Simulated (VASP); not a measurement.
Wanted: the native input for a VASP 6.6.1 run.

- Task: relaxation of cell and atoms
- Functional: PBE
- Potentials or basis: VASP PAW PBE potentials, release 64 (Li_sv, Os)
- Cutoff: 750 eV
- k mesh: 6 × 6 × 6
- Occupations: gaussian, width 0.1 eV
- Spin: no spin polarisation
- Dipole correction: no
- Further INCAR settings: ALGO = Normal; EDIFF = 1e-07; IBRION = 2; EDIFFG = -0.04; NSW = 90; ISIF = 3

The structure of LiOs lies in POSCAR:

```
LiOs
1.0
    1.4879430400      0.8590643100      4.5684526100
   -1.4879430400      0.8590643100      4.5684526100
    0.0000000000     -1.7181286200      4.5684526100
Li Os
1 1
Direct
    0.0000000000      0.0000000000      0.0000000000
    0.5000000000      0.5000000000      0.5000000000
```

These files were run (other wordings do the same):

INCAR

```
PREC = Accurate
ENCUT = 750
EDIFF = 1E-7
ISMEAR = 0
SIGMA = 0.1
LREAL = F
LASPH = T
NELM = 120
ALGO = Normal
ISIF = 3
LWAVE = F
LCHARG = F
GGA = PE
IBRION = 2
NSW = 90
EDIFFG = -0.04
GGA_COMPAT = F
NELMIN = 4
```

KPOINTS

```
Automatic mesh
0
Gamma
  6 6 6
```

Potentials or basis: VASP PAW PBE potentials, release 64 (Li_sv, Os).

Command:

```bash
$ cat potpaw_PBE.64/Li_sv/POTCAR potpaw_PBE.64/Os/POTCAR > POTCAR
$ mpirun -np 1 vasp_std > vasp.out
```

It gave:

The relaxed volume is 13.78 Å³/atom and the relaxed cell is a = 4.843 Å, b = 4.843 Å, c = 4.843 Å, α = 31.51°, β = 31.51°, γ = 31.51°. The space group after relaxing (to 0.05 Å) is R-3m (No. 166). The energy gained by relaxing is 599.1 meV/atom and the ionic steps are 9. The pressure after relaxing is 0.0 GPa.

Caveat: the k points lie up to 0.47 Å⁻¹ apart in the final cell; the volume moved by over 15 % at a fixed basis, so the end points are rough.

Wall time 8.3 min on 1 thread of Intel Xeon 8259CL (shared host), peak memory 0.41 GiB.
